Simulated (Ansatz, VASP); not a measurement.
One calculation of KI, two programs

INCAR

```
SYSTEM = KI
  ALGO = Normal
  EDIFF = 1E-8
  ENCUT = 520
  GGA = PS
  ISIF = 2
  ISMEAR = -1
  LASPH = .TRUE.
  LCHARG = .FALSE.
  LEFG = .TRUE.
  LREAL = .FALSE.
  LWAVE = .FALSE.
  NBANDS = 15
  NELM = 80
  PREC = Accurate
  SIGMA = 0.01
```

The input KPOINTS:

```
k-points
0
G
  8 8 8
  0 0 0
```

File POSCAR:

```
KI
1.0
    0.0000000000      3.5245500000      3.4893045000
    3.5245500000      0.0000000000      3.4893045000
    3.5245500000      3.5245500000      0.0000000000
K I
1 1
Direct
    0.0000000000      0.0000000000      0.0000000000
    0.5000000000      0.5000000000      0.5000000000
```

Input for Ansatz:

```yaml
crystal:
  lattice:
    - [0.0, 3.52455, 3.4893045]
    - [3.52455, 0.0, 3.4893045]
    - [3.52455, 3.52455, 0.0]
  atoms:
    - { symbol: K, position: [0.0, 0.0, 0.0] }
    - { symbol: I, position: [0.5, 0.5, 0.5] }
kpoints:
  mp_grid: { grid: [8, 8, 8] }
scf:
  occupations: { method: fermi_dirac, width: 0.01 }
hamiltonian:
  xc: pbesol
  pseudopotentials: { kind: all_electron, datasets: crystal }
output:
  forces: true
  stress: true
  eigenvalues: true
  efg: { contact_densities: true }
```

Change from the starting cell: zz strain of -1 %, crystal datasets.

Alike in both runs: task electric field gradients; functional PBEsol; k mesh 8 × 8 × 8; occupations fermi-dirac, width 0.01 eV; no spin polarisation.

|  | VASP | Ansatz |
| --- | --- | --- |
| version | VASP 6.6.1 | Ansatz 0.2.0 |
| potentials or method | VASP PAW PBE potentials, release 64 (K_sv, I), cutoff 520 eV | all-electron PAW with datasets made for the crystal, scalar-relativistic |

VASP gave:

- gap on the k mesh at the Fermi level (eV): 3.85
- pressure (GPa): -0.1
- traceless stress, the component that is largest in VASP (GPa): 0.17
- size of Vzz on the site where it differs most (V/Å²): 2.5

Problem. Estimate Ansatz's values.

Solution. gap on the k mesh at the Fermi level (eV): 3.85; pressure (GPa): -0.1; traceless stress, the component that is largest in VASP (GPa): 0.17; size of Vzz on the site where it differs most (V/Å²): 2.4.

VASP's potentials were made for PBE, not for PBEsol. Ansatz ran all-electron here, and VASP with PAW potentials.

Neither program's run includes spin-orbit coupling.
